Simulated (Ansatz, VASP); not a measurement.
ZrC: VASP beside Ansatz

```
Zr C
1.0
     2.92243    0.00000    0.00000
     0.00000    2.92243    0.00000
     0.00000    0.00000    2.92243
Zr C
1 1
Cartesian
  0.0000 0.0000 0.0000
  1.4612 1.4612 1.4612
```

Change from the starting cell: volume scaled by 1, crystal datasets.

Alike in both runs: task single point; functional PBE; k mesh 14 × 14 × 14; occupations fermi-dirac, width 0.1 eV; no spin polarisation.

```csv
,VASP,Ansatz
version,VASP 6.6.1,Ansatz 0.2.0
potentials or method,"VASP PAW PBE potentials, release 64 (Zr_sv, C), cutoff 600 eV","all-electron PAW with datasets made for the crystal, scalar-relativistic"
```

VASP gave:

```
pressure (GPa) : 0.1
```

**Question.** What did Ansatz give for the same quantities?

**Answer.** Pressure (GPa): 0.0.

Ansatz ran all-electron here, and VASP with PAW potentials.
